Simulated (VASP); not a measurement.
# ScB3 (Pm-3m) in VASP: single point with PBE+U

Aim: the single point of ScB3 with PBE+U.

All numbers are computed with VASP 6.6.1; they aren't measurements. Logs are shortened: lines on timing, memory, paths and dates and some standing lists are left out, and cuts for length are marked.

## 1. The cell of the first run

The structure is cubic, space group Pm-3m (No. 221). The conventional cell has a = 3.670 Å, b = 3.670 Å, c = 3.670 Å, α = 90.00°, β = 90.00°, γ = 90.00°. Sc (site symmetry m-3m) has 12 B at 2.60 Å within 3.4 Å. Within 3.4 Å of B (site symmetry 4/mmm) lie 4 Sc at 2.60 Å and 8 B at 2.60 Å.

## 2. Single point, PBE+U, collinear spin

INCAR

```
PREC = Accurate ; ENCUT = 500
EDIFF = 1E-6 ; ISMEAR = -1
SIGMA = 0.1 ; LREAL = False
LASPH = True ; NELM = 200
ALGO = Normal ; ISIF = 2
LWAVE = False ; LCHARG = False
ISPIN = 2 ; MAGMOM = 0.5 0 0 0
LORBIT = 11 ; LMAXMIX = 4
LDAU = True ; LDAUTYPE = 2
LDAUL = 2 -1 ; LDAUU = 4 0
LDAUJ = 0 0 ; LDAUPRINT = 1
GGA = PE ; NBANDS = 22
GGA_COMPAT = False
```

KPOINTS

```
Automatic mesh
0
Gamma
  2 2 2
```

POSCAR

```
ScB3
1.0
    3.6701060000      0.0000000000      0.0000000000
    0.0000000000      3.6701060000      0.0000000000
    0.0000000000      0.0000000000      3.6701060000
Sc B
1 3
Direct
    0.0000000000      0.0000000000      0.0000000000
    0.5000000000      0.5000000000      0.0000000000
    0.5000000000      0.0000000000      0.5000000000
    0.0000000000      0.5000000000      0.5000000000
```

Potentials or basis: VASP PAW PBE potentials, release 64 (Sc_sv, B).

Launch:

```bash
$ cat potpaw_PBE.64/Sc_sv/POTCAR potpaw_PBE.64/B/POTCAR > POTCAR
$ mpirun -np 1 vasp_std > vasp.out
```

OUTCAR:

```text
PREC = Accurate
   ENCUT = 500
   EDIFF = 1E-6
   ISMEAR = -1
   LREAL = False
   LASPH = True
   NELM = 200
   ISIF = 2
   ISPIN = 2
   LORBIT = 11
   GGA = PE

 ion  position               nearest neighbor table
   1  0.000  0.000  0.000-   2 2.60   3 2.60   4 2.60   3 2.60   4 2.60   2 2.60   4 2.60   4 2.60
                             2 2.60   3 2.60   3 2.60   2 2.60
   2  0.500  0.500  0.000-   1 2.60   1 2.60   1 2.60   1 2.60
   3  0.500  0.000  0.500-   1 2.60   1 2.60   1 2.60   1 2.60
   4  0.000  0.500  0.500-   1 2.60   1 2.60   1 2.60   1 2.60

  LATTYP: Found a simple cubic cell.
 ALAT       =     3.6701060000

  Lattice vectors:

 A1 = (   3.6701060000,   0.0000000000,   0.0000000000)
 A2 = (   0.0000000000,   3.6701060000,   0.0000000000)
 A3 = (   0.0000000000,   0.0000000000,   3.6701060000)

Analysis of symmetry for initial positions (statically):
=====================================================================
 Subroutine PRICEL returns:
 Original cell was already a primitive cell.

 Routine SETGRP: Setting up the symmetry group for a
 simple cubic supercell.

 Subroutine GETGRP returns: Found 48 space group operations
 (whereof 48 operations were pure point group operations)
 out of a pool of 48 trial point group operations.

The static configuration has the point symmetry O_h .

Analysis of symmetry for dynamics (positions and initial velocities):
=====================================================================
 Subroutine PRICEL returns:
 Original cell was already a primitive cell.

 Routine SETGRP: Setting up the symmetry group for a
 simple cubic supercell.

 Subroutine GETGRP returns: Found 48 space group operations
 (whereof 48 operations were pure point group operations)
 out of a pool of 48 trial point group operations.

The dynamic configuration has the point symmetry O_h .

Analysis of structural, dynamic, and magnetic symmetry:
=====================================================================
 Subroutine PRICEL returns:
 Original cell was already a primitive cell.

 Routine SETGRP: Setting up the symmetry group for a
 simple cubic supercell.

 Subroutine GETGRP returns: Found 48 space group operations
 (whereof 48 operations were pure point group operations)
 out of a pool of 48 trial point group operations.

The overall configuration has the point symmetry O_h .

 Subroutine INISYM returns: Found 48 space group operations
 (whereof 48 operations are pure point group operations),
 and found     1 'primitive' translations

----------------------------------------------------------------------------------------

                                     Primitive cell

  volume of cell :      49.4351

  direct lattice vectors                    reciprocal lattice vectors
     3.670106000  0.000000000  0.000000000     0.272471694  0.000000000  0.000000000
     0.000000000  3.670106000  0.000000000     0.000000000  0.272471694  0.000000000
     0.000000000  0.000000000  3.670106000     0.000000000  0.000000000  0.272471694

  length of vectors
     3.670106000  3.670106000  3.670106000     0.272471694  0.272471694  0.272471694

  position of ions in fractional coordinates (direct lattice)
     0.000000000  0.000000000  0.000000000
     0.500000000  0.500000000  0.000000000
     0.500000000  0.000000000  0.500000000
     0.000000000  0.500000000  0.500000000

  ion indices of the primitive-cell ions
   primitive index   ion index
                 1           1
                 2           2
                 3           3
                 4           4

----------------------------------------------------------------------------------------
[... 66 lines left out ...]
   IALGO  =     38    algorithm
   IMIX   =      4    mixing-type and parameters
     AMIX     =   0.40;   BMIX     =  1.00
     AMIX_MAG =   1.60;   BMIX_MAG =  1.00
  volume/ion in A,a.u.               =      12.36        83.40
  Fermi-wavevector in a.u.,A,eV,Ry     =   1.210801  2.288083 19.946683  1.466040
  Thomas-Fermi vector in A             =   2.346337
   LORBIT       =     11    0 simple, 1 ext, 2 COOP (PROOUT), +10 PAW based schemes
 LDA+U is selected, type is set to LDAUTYPE =  2
   angular momentum for each species LDAUL =     2   -1
   U (eV)           for each species LDAUU =   4.0  0.0
   J (eV)           for each species LDAUJ =   0.0  0.0
   GGA     = PE    functional components
   LHFCALC =     F    Hartree Fock is set to
   AEXX    =    0.0000 exact exchange contribution
   IVDW    =     0    specifies the selected vdW correction
   LEPSILON=     F    determine dielectric tensor
   LRPA    =     F    only Hartree local field effects (RPA)
 spin polarized calculation
  energy-cutoff  :      500.00
  volume of cell :       49.44
 maximum number of plane-waves:      1328
 NGX is ok and might be reduce to    28
   NGX = 13   NGY = 13   NGZ = 13

 number of electron      20.0000000 magnetization      -0.0009052

atom =   1  type =  1  l = 2

 onsite density matrix

spin component  1

  0.1197 -0.0000 -0.0000 -0.0000  0.0000
 -0.0000  0.1197 -0.0000  0.0000 -0.0000
 -0.0000 -0.0000  0.0894 -0.0000 -0.0000
 -0.0000  0.0000 -0.0000  0.1197  0.0000
  0.0000 -0.0000 -0.0000  0.0000  0.0894

spin component  2

  0.1197  0.0000 -0.0000  0.0000 -0.0000
  0.0000  0.1197  0.0000 -0.0000  0.0000
 -0.0000  0.0000  0.0893  0.0000 -0.0000
  0.0000 -0.0000  0.0000  0.1197 -0.0000
 -0.0000  0.0000 -0.0000 -0.0000  0.0893

 occupancies and eigenvectors

  o =  0.0893  v =  0.0000  0.0000  0.0000  0.0000  0.0000  0.0000  0.0000  0.0121  0.0000  0.9999      0.0000  0.0000  0.0000  0.0000  0.0000  0.0000  0.0000  0.0000  0.0000  0.0000
  o =  0.0893  v =  0.0000  0.0000  0.0000  0.0000  0.0000  0.0000  0.0000 -0.9999  0.0000  0.0121      0.0000  0.0000  0.0000  0.0000  0.0000  0.0000  0.0000  0.0000  0.0000  0.0000
  o =  0.0894  v =  0.0000 -0.0000  0.0041  0.0000  1.0000  0.0000  0.0000  0.0000  0.0000  0.0000      0.0000  0.0000  0.0000  0.0000  0.0000  0.0000  0.0000  0.0000  0.0000  0.0000
  o =  0.0894  v =  0.0000  0.0000 -1.0000  0.0000  0.0041  0.0000  0.0000  0.0000  0.0000  0.0000      0.0000  0.0000  0.0000  0.0000  0.0000  0.0000  0.0000  0.0000  0.0000  0.0000
  o =  0.1197  v =  0.0000  0.0000  0.0000  0.0000  0.0000  1.0000  0.0000  0.0000  0.0000  0.0000      0.0000  0.0000  0.0000  0.0000  0.0000  0.0000  0.0000  0.0000  0.0000  0.0000
  o =  0.1197  v =  0.0000  0.0000  0.0000  0.0000  0.0000  0.0000  0.1817 -0.0000 -0.9833 -0.0000      0.0000  0.0000  0.0000  0.0000  0.0000  0.0000  0.0000  0.0000  0.0000  0.0000
  o =  0.1197  v =  0.0000  0.0000  0.0000  0.0000  0.0000  0.0000 -0.9833 -0.0000 -0.1817  0.0000      0.0000  0.0000  0.0000  0.0000  0.0000  0.0000  0.0000  0.0000  0.0000  0.0000
  o =  0.1197  v =  0.0000  0.9231  0.0000  0.3845  0.0000  0.0000  0.0000  0.0000  0.0000  0.0000      0.0000  0.0000  0.0000  0.0000  0.0000  0.0000  0.0000  0.0000  0.0000  0.0000
  o =  0.1197  v =  0.0000 -0.3845  0.0000  0.9231 -0.0000  0.0000  0.0000  0.0000  0.0000  0.0000      0.0000  0.0000  0.0000  0.0000  0.0000  0.0000  0.0000  0.0000  0.0000  0.0000
  o =  0.1197  v =  1.0000  0.0000  0.0000  0.0000  0.0000  0.0000  0.0000  0.0000  0.0000  0.0000      0.0000  0.0000  0.0000  0.0000  0.0000  0.0000  0.0000  0.0000  0.0000  0.0000

 number of electron      20.0000000 magnetization       0.0004103

 Free energy of the ion-electron system (eV)
  ---------------------------------------------------
  ext. energy  EPLUGINS =         0.00000000
  ---------------------------------------------------
  free energy    TOTEN  =       -20.28251777 eV

  energy without entropy =      -20.21458735  energy(sigma->0) =      -20.24855256

 E-fermi :   4.3231     XC(G=0): -10.8643

 val. band max:        4.1619882855   @ k =   0.5000   0.5000   0.0000
 cond. band min:       5.6021768099   @ k =   0.5000   0.0000   0.0000
 fundamental gap:      1.4401885243
 Fermi energy:         4.3230557635

 spin component 1

 k-point     1 :       0.0000    0.0000    0.0000
  band No.  band energies     occupation
      1     -44.6817      1.00000
      2     -23.2980      1.00000
      3     -23.2980      1.00000
      4     -23.2980      1.00000
      5      -6.3560      1.00000
      6       1.5910      1.00000
[... 89 lines left out ...]
     21      11.7805      0.00000
     22      11.7805      0.00000
 Fermi energy:         4.3230557635

 spin component 2

 k-point     1 :       0.0000    0.0000    0.0000
  band No.  band energies     occupation
      1     -44.6816      1.00000
      2     -23.2979      1.00000
      3     -23.2979      1.00000
      4     -23.2979      1.00000
      5      -6.3559      1.00000
      6       1.5911      1.00000
[... 89 lines left out ...]
     21      11.7805      0.00000
     22      11.7805      0.00000

------------------------ aborting loop because EDIFF is reached ----------------------------------------

  FORCE on cell =-STRESS in cart. coord.  units (eV):
  Direction    XX          YY          ZZ          XY          YZ          ZX
  --------------------------------------------------------------------------------------
  -------------------------------------------------------------------------------------
  Total       -5.0327625     -5.0327625     -5.0327625     -0.0000000     -0.0000000      0.0000000
  in kB     -163.1102287   -163.1102287   -163.1102287     -0.0000000     -0.0000000      0.0000000
  external PRESSURE =    -163.1102287 kB  Pullay stress =       0.0000000 kB

 VOLUME and BASIS-vectors are now :
 -----------------------------------------------------------------------------
  energy-cutoff  :      500.00
  volume of cell :       49.44
      direct lattice vectors                 reciprocal lattice vectors
     3.670106000  0.000000000  0.000000000     0.272471694  0.000000000  0.000000000
     0.000000000  3.670106000  0.000000000     0.000000000  0.272471694  0.000000000
     0.000000000  0.000000000  3.670106000     0.000000000  0.000000000  0.272471694

 POSITION                                       TOTAL-FORCE (eV/Angst)
 -----------------------------------------------------------------------------------
      0.00000      0.00000      0.00000         0.000000      0.000000      0.000000
      1.83505      1.83505      0.00000         0.000000      0.000000      0.000000
      1.83505      0.00000      1.83505         0.000000      0.000000      0.000000
      0.00000      1.83505      1.83505         0.000000      0.000000      0.000000
 -----------------------------------------------------------------------------------
    total drift:                               -0.000000     -0.000000     -0.000000

  FREE ENERGIE OF THE ION-ELECTRON SYSTEM (eV)
  ---------------------------------------------------
  free  energy   TOTEN  =       -20.2825177660 eV

  energy  without entropy=      -20.2145873497  energy(sigma->0) =      -20.24855256

 total charge

# of ion       s       p       d       tot
------------------------------------------
    1        2.162   6.149   1.059   9.370
    2        0.769   0.729   0.000   1.498
    3        0.769   0.729   0.000   1.498
    4        0.769   0.729   0.000   1.498
--------------------------------------------------
tot          4.468   8.335   1.059  13.862

 magnetization (x)

# of ion       s       p       d       tot
------------------------------------------
    1        0.000   0.000   0.000   0.000
    2       -0.000   0.000   0.000   0.000
    3       -0.000   0.000   0.000   0.000
    4       -0.000   0.000   0.000   0.000
--------------------------------------------------
tot         -0.000   0.000   0.000   0.000
```

Wall time 18 s (1 thread of Intel Xeon Platinum 8259CL at 2.50GHz (Skylake/Cascade Lake), shared host); peak memory 0.16 GiB.

What came out:

| Property | Result |
| --- | --- |
| Free energy | -20.2825 eV |
| Pressure | -16.3 GPa |
| Band gap on the k mesh | zero (filled and empty bands overlap) |
| Net moment | 0.00 μB per cell |
| Valence electrons inside the program's atomic spheres | Sc 9.37; B 1.50 |

Levels at points of the mesh, in eV from the Fermi level:
Spin up:
```csv
k point,band 7,band 8,band 9,band 10,band 11,band 12,band 13,band 14
"(0.00, 0.00, 0.00)",-2.73,-1.97,-1.97,-1.97,3.51,3.51,3.51,3.85
"(0.50, 0.00, 0.00)",-1.64,-1.64,-0.81,-0.81,1.28,1.28,3.09,3.10
"(0.50, 0.50, 0.00)",-6.01,-4.22,-0.16,-0.16,1.75,1.77,3.01,3.01
"(0.50, 0.50, 0.50)",-5.30,-4.35,-2.89,-2.89,-2.89,5.06,5.06,5.64
```
Spin down:
| k point | band 6 | band 7 | band 8 | band 9 | band 10 | band 11 | band 12 | band 13 | band 14 | band 15 |
| --- | --- | --- | --- | --- | --- | --- | --- | --- | --- | --- |
| (0.00, 0.00, 0.00) | -2.73 | -2.73 | -1.97 | -1.97 | -1.97 | 3.51 | 3.51 | 3.51 | 3.85 | 3.85 |
| (0.50, 0.00, 0.00) | -7.77 | -1.64 | -1.64 | -0.81 | -0.81 | 1.28 | 1.28 | 3.09 | 3.10 | 4.07 |
| (0.50, 0.50, 0.00) | -6.01 | -6.01 | -4.22 | -0.16 | -0.16 | 1.75 | 1.77 | 3.01 | 3.01 | 4.20 |
| (0.50, 0.50, 0.50) | -5.30 | -5.30 | -4.35 | -2.89 | -2.89 | -2.89 | 5.06 | 5.06 | 5.64 | 6.19 |

Eigenvalues of the final occupation matrices:
```
    site  spin  trace               eigenvalues
site 1 d     1   0.54  0.09 0.09 0.12 0.12 0.12
site 1 d     2   0.54  0.09 0.09 0.12 0.12 0.12
```

Caveat: the k points lie up to 0.86 Å⁻¹ apart, too coarse for converged energies and pressures of a metal; the U is typed as a test and isn't derived for this compound.
